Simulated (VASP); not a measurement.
# Ge (Pm-3m) in VASP: single point with LDA

Aim: the single point of Ge with LDA.

Program: VASP 6.6.1. These are calculated values, not measurements. Logs are shortened: lines on timing, memory, paths and dates and some standing lists are left out, and cuts for length are marked.

**1. The cell of the first run**

Symmetry: Pm-3m, No. 221, cubic system. The conventional cell has a = 2.657 Å, b = 2.657 Å, c = 2.657 Å, α = 90.00°, β = 90.00°, γ = 90.00°. Within 3.5 Å of Ge (site symmetry m-3m) lie 6 Ge at 2.66 Å.

**2. Single point, LDA**

File INCAR:

```
SYSTEM = Ge
PREC     = Accurate       ! precision mode
ENCUT    = 520            ! plane-wave cutoff, eV
EDIFF    = 1E-7           ! SCF threshold, eV
ISMEAR   = -1             ! smearing method
SIGMA    = 0.13605693000000002 ! smearing width, eV
LREAL    = .False.        ! projectors in reciprocal space
LASPH    = .True.         ! aspherical terms in the spheres
NELM     = 60             ! most SCF steps
ALGO     = Normal         ! electronic algorithm
ISIF     = 2              ! what is computed and relaxed
LWAVE    = .False.        ! write WAVECAR
LCHARG   = .False.        ! write CHGCAR
GGA      = CA             ! functional
NBANDS   = 13             ! bands
```

File KPOINTS:

```
Automatic mesh
0
Gamma
  12 12 12
  0 0 0
```

File POSCAR:

```
Ge
1.0
    2.6566464230      0.0000000000      0.0000000000
    0.0000000000      2.6566464230      0.0000000000
    0.0000000000      0.0000000000      2.6566464230
Ge
1
Direct
    0.0000000000      0.0000000000      0.0000000000
```

Potentials or basis: VASP PAW LDA potentials, release 64 (Ge_d).

Started as:

```bash
$ cat potpaw_LDA.64/Ge_d/POTCAR > POTCAR
$ mpirun -np 1 vasp_std > vasp.out
```

OUTCAR:

```text
SYSTEM = Ge
   PREC = Accurate
   ENCUT = 520
   EDIFF = 1E-7
   ISMEAR = -1
   LREAL = .False.
   LASPH = .True.
   NELM = 60
   ISIF = 2
   GGA = CA

 ion  position               nearest neighbor table
   1  0.000  0.000  0.000-

  LATTYP: Found a simple cubic cell.
 ALAT       =     2.6566464230

  Lattice vectors:

 A1 = (   2.6566464230,   0.0000000000,   0.0000000000)
 A2 = (   0.0000000000,   2.6566464230,   0.0000000000)
 A3 = (   0.0000000000,   0.0000000000,   2.6566464230)

Analysis of symmetry for initial positions (statically):
=====================================================================
 Subroutine PRICEL returns:
 Original cell was already a primitive cell.

 Routine SETGRP: Setting up the symmetry group for a
 simple cubic supercell.

 Subroutine GETGRP returns: Found 48 space group operations
 (whereof 48 operations were pure point group operations)
 out of a pool of 48 trial point group operations.

The static configuration has the point symmetry O_h .

Analysis of symmetry for dynamics (positions and initial velocities):
=====================================================================
 Subroutine PRICEL returns:
 Original cell was already a primitive cell.

 Routine SETGRP: Setting up the symmetry group for a
 simple cubic supercell.

 Subroutine GETGRP returns: Found 48 space group operations
 (whereof 48 operations were pure point group operations)
 out of a pool of 48 trial point group operations.

The dynamic configuration has the point symmetry O_h .

 Subroutine INISYM returns: Found 48 space group operations
 (whereof 48 operations are pure point group operations),
 and found     1 'primitive' translations

----------------------------------------------------------------------------------------

                                     Primitive cell

  volume of cell :      18.7500

  direct lattice vectors                    reciprocal lattice vectors
     2.656646423  0.000000000  0.000000000     0.376414412  0.000000000  0.000000000
     0.000000000  2.656646423  0.000000000     0.000000000  0.376414412  0.000000000
     0.000000000  0.000000000  2.656646423     0.000000000  0.000000000  0.376414412

  length of vectors
     2.656646423  2.656646423  2.656646423     0.376414412  0.376414412  0.376414412

  position of ions in fractional coordinates (direct lattice)
     0.000000000  0.000000000  0.000000000

  ion indices of the primitive-cell ions
   primitive index   ion index
                 1           1

----------------------------------------------------------------------------------------

 KPOINTS: Automatic mesh

Automatic generation of k-mesh.
 Grid dimensions read from file:
 generate k-points for:   12   12   12

 Generating k-lattice:

  Cartesian coordinates                     Fractional coordinates (reciprocal lattice)
     0.031367868  0.000000000  0.000000000     0.083333333  0.000000000  0.000000000
     0.000000000  0.031367868  0.000000000     0.000000000  0.083333333  0.000000000
     0.000000000  0.000000000  0.031367868     0.000000000  0.000000000  0.083333333

  Length of vectors
     0.031367868  0.031367868  0.031367868

  Shift w.r.t. Gamma in fractional coordinates (k-lattice)
     0.000000000  0.000000000  0.000000000

 Subroutine IBZKPT returns following result:
 ===========================================

 Found     84 irreducible k-points:

 Following reciprocal coordinates:
            Coordinates               Weight
  0.000000  0.000000  0.000000      1.000000
  0.083333  0.000000  0.000000      6.000000
  0.166667  0.000000  0.000000      6.000000
  0.250000  0.000000  0.000000      6.000000
  0.333333  0.000000  0.000000      6.000000
  0.416667  0.000000  0.000000      6.000000
[... 16 lines left out ...]
  0.333333  0.333333  0.000000     12.000000
  0.416667  0.333333  0.000000     24.000000
 [... further k-points ...]
   k-points           NKPTS =     84   k-points in BZ     NKDIM =     84   number of bands    NBANDS=     13
   number of dos      NEDOS =    301   number of ions     NIONS =      1
   total plane-waves  NPLWV =   8000
   dimension x,y,z NGX =    20 NGY =   20 NGZ =   20
   dimension x,y,z NGXF=    40 NGYF=   40 NGZF=   40
   ions per type =               1
   NGX,Y,Z   is equivalent  to a cutoff of  12.52, 12.52, 12.52 a.u.
   NGXF,Y,Z  is equivalent  to a cutoff of  25.03, 25.03, 25.03 a.u.
 SYSTEM =  Ge
   PREC   = accura    normal or accurate (medium, high low for compatibility)
   ISTART =      0    job   : 0-new  1-cont  2-samecut
   ICHARG =      2    charge: 1-file 2-atom 10-const
   ISPIN  =      1    spin polarized calculation?
   LNONCOLLINEAR =      F non collinear calculations
   LSORBIT =      F    spin-orbit coupling
   LASPH  =      T    aspherical Exc in radial PAW
   ENCUT  =  520.0 eV  38.22 Ry    6.18 a.u.   4.94  4.94  4.94*2*pi/ulx,y,z
   NELM   =     60;   NELMIN=  2; NELMDL= -5     # of ELM steps
   EDIFF  = 0.1E-06   stopping-criterion for ELM
   LREAL  =      F    real-space projection
   EDIFFG = 0.1E-05   stopping-criterion for IOM
   NSW    =      0    number of steps for IOM
   IBRION =     -1    ionic relax: 0-MD 1-quasi-New 2-CG
   NFREE  =      0    steps in history (QN), initial steepest desc. (CG)
   ISIF   =      2    stress and relaxation
   ISYM   =      2    0-nonsym 1-usesym 2-fastsym
   POTIM  = 0.5000    time-step for ionic-motion
   TEBEG  =    0.0;   TEEND  =   0.0 temperature during run
   PSTRESS=    0.0 pullay stress
   NELECT =      14.0000    total number of electrons
   NUPDOWN=      -1.0000    fix difference up-down
   EMIN   =  10.00;   EMAX   =-10.00  energy-range for DOS
   EFERMI =   0.00;   METHOD = LEGACY
   ISMEAR =    -1;   SIGMA  =   0.14  broadening in eV -4-tet -1-fermi 0-gaus
   EFERMI_NEDOS =   21; number of points for ismear=-14 and -15
   IALGO  =     38    algorithm
   IMIX   =      4    mixing-type and parameters
     AMIX     =   0.40;   BMIX     =  1.00
     AMIX_MAG =   1.60;   BMIX_MAG =  1.00
  volume/ion in A,a.u.               =      18.75       126.53
  Fermi-wavevector in a.u.,A,eV,Ry     =   1.485196  2.806613 30.011826  2.205807
  Thomas-Fermi vector in A             =   2.598638
   LORBIT       =      0    0 simple, 1 ext, 2 COOP (PROOUT), +10 PAW based schemes
   GGA     = CA    functional components
   LHFCALC =     F    Hartree Fock is set to
   AEXX    =    0.0000 exact exchange contribution
   IVDW    =     0    specifies the selected vdW correction
   LEPSILON=     F    determine dielectric tensor
   LRPA    =     F    only Hartree local field effects (RPA)
 non-spin polarized calculation
  energy-cutoff  :      520.00
  volume of cell :       18.75
 maximum number of plane-waves:       518
 NGX is ok and might be reduce to    20
   NGX =  9   NGY =  9   NGZ =  9

 number of electron      13.9999992 magnetization

 Free energy of the ion-electron system (eV)
  ---------------------------------------------------
  ext. energy  EPLUGINS =         0.00000000
  ---------------------------------------------------
  free energy    TOTEN  =        -4.99672348 eV

  energy without entropy =       -4.96231530  energy(sigma->0) =       -4.97951939

 E-fermi :   6.3127     XC(G=0): -11.5013

 val. band max:        6.2648620105   @ k =   0.5000   0.5000   0.4167
 cond. band min:       6.3522594535   @ k =   0.4167   0.3333   0.0000
 fundamental gap:      0.0873974431
 Fermi energy:         6.3127418471

 k-point     1 :       0.0000    0.0000    0.0000
  band No.  band energies     occupation
      1     -18.5301      2.00000
      2     -18.5301      2.00000
      3     -18.2397      2.00000
      4     -18.2397      2.00000
      5     -18.2397      2.00000
      6      -6.9481      2.00000
      7      13.1234      0.00000
      8      13.1234      0.00000
      9      13.1234      0.00000
     10      16.6375      0.00000
     11      16.6375      0.00000
     12      19.3008      0.00000
     13      35.7449      0.00000

 k-point     2 :       0.0833    0.0000    0.0000
  band No.  band energies     occupation
      1     -18.5290      2.00000
      2     -18.5150      2.00000
      3     -18.2448      2.00000
      4     -18.2448      2.00000
      5     -18.2392      2.00000
      6      -6.8059      2.00000
      7      11.2420      0.00000
      8      13.2614      0.00000
      9      13.2614      0.00000
     10      16.7630      0.00000
     11      17.9392      0.00000
     12      20.2406      0.00000
     13      33.0009      0.00000

 k-point     3 :       0.1667    0.0000    0.0000
  band No.  band energies     occupation
      1     -18.5260      2.00000
      2     -18.4740      2.00000
      3     -18.2587      2.00000
      4     -18.2587      2.00000
      5     -18.2381      2.00000
      6      -6.3801      2.00000
      7       8.4161      0.00000
      8      13.6655      0.00000
      9      13.6655      0.00000
     10      17.1376      0.00000
     11      18.7902      0.00000
     12      23.2536      0.00000
     13      30.0755      0.00000

 k-point     4 :       0.2500    0.0000    0.0000
  band No.  band energies     occupation
      1     -18.5219      2.00000
      2     -18.4181      2.00000
      3     -18.2778      2.00000
      4     -18.2778      2.00000
      5     -18.2365      2.00000
      6      -5.6775      2.00000
      7       5.7116      1.97618
      8      14.3010      0.00000
      9      14.3010      0.00000
     10      17.7518      0.00000
     11      19.4820      0.00000
     12      26.5381      0.00000
     13      27.4778      0.00000

 k-point     5 :       0.3333    0.0000    0.0000
  band No.  band energies     occupation
      1     -18.5178      2.00000
      2     -18.3626      2.00000
      3     -18.2967      2.00000
      4     -18.2967      2.00000
      5     -18.2349      2.00000
      6      -4.7243      2.00000
      7       3.2909      2.00000
      8      15.0864      0.00000
      9      15.0864      0.00000
     10      18.5756      0.00000
     11      20.3269      0.00000
     12      25.2934      0.00000
     13      25.2934      0.00000
[... 257 lines left out ...]
 k-point    22 :       0.5000    0.2500    0.0000
  band No.  band energies     occupation
      1     -18.4455      2.00000
      2     -18.3719      2.00000
      3     -18.3109      2.00000
      4     -18.2699      2.00000
      5     -18.2458      2.00000
      6      -1.7158      2.00000
      7       1.5520      2.00000
      8       9.1909      0.00000
      9      13.9452      0.00000
     10      17.3515      0.00000
     11      23.1242      0.00000
     12      23.9255      0.00000
     13      24.2442      0.00000

 k-point    23 :       0.3333    0.3333    0.0000
  band No.  band energies     occupation
      1     -18.4359      2.00000
      2     -18.3740      2.00000
      3     -18.2909      2.00000
      4     -18.2895      2.00000
      5     -18.2540      2.00000
      6      -2.5136      2.00000
      7       4.8756      1.99995
      8       5.9054      1.90462
      9      14.1381      0.00000
     10      17.0511      0.00000
     11      21.8540      0.00000
     12      26.9444      0.00000
     13      27.4298      0.00000

 k-point    24 :       0.4167    0.3333    0.0000
  band No.  band energies     occupation
      1     -18.4266      2.00000
      2     -18.3928      2.00000
      3     -18.3036      2.00000
      4     -18.2886      2.00000
      5     -18.2169      2.00000
      6      -1.4191      2.00000
      7       3.3209      2.00000
      8       6.3523      0.85579
      9      12.4342      0.00000
     10      17.7936      0.00000
     11      22.9904      0.00000
     12      25.6983      0.00000
     13      26.0751      0.00000

 [... further k-points ...]
[... 5 lines left out ...]
  --------------------------------------------------------------------------------------
  -------------------------------------------------------------------------------------
  Total       -0.0971763     -0.0971763     -0.0971763      0.0000000     -0.0000000      0.0000000
  in kB       -8.3036636     -8.3036636     -8.3036636      0.0000000     -0.0000000      0.0000000
  external PRESSURE =      -8.3036636 kB  Pullay stress =       0.0000000 kB

 VOLUME and BASIS-vectors are now :
 -----------------------------------------------------------------------------
  energy-cutoff  :      520.00
  volume of cell :       18.75
      direct lattice vectors                 reciprocal lattice vectors
     2.656646423  0.000000000  0.000000000     0.376414412  0.000000000  0.000000000
     0.000000000  2.656646423  0.000000000     0.000000000  0.376414412  0.000000000
     0.000000000  0.000000000  2.656646423     0.000000000  0.000000000  0.376414412

 POSITION                                       TOTAL-FORCE (eV/Angst)
 -----------------------------------------------------------------------------------
      0.00000      0.00000      0.00000         0.000000      0.000000      0.000000
 -----------------------------------------------------------------------------------
    total drift:                                0.000000      0.000000      0.000000

  FREE ENERGIE OF THE ION-ELECTRON SYSTEM (eV)
  ---------------------------------------------------
  free  energy   TOTEN  =        -4.9967234776 eV

  energy  without entropy=       -4.9623153042  energy(sigma->0) =       -4.97951939
```

Wall time 22 s (1 thread of Intel Xeon 8259CL, shared host); peak memory 0.13 GiB.

Results:

* Free energy: -4.9967 eV
* Pressure: -0.8 GPa
* Band gap on the k mesh: zero (band 7 reaches 13.12 eV, above the bottom of band 8 at 3.58 eV)
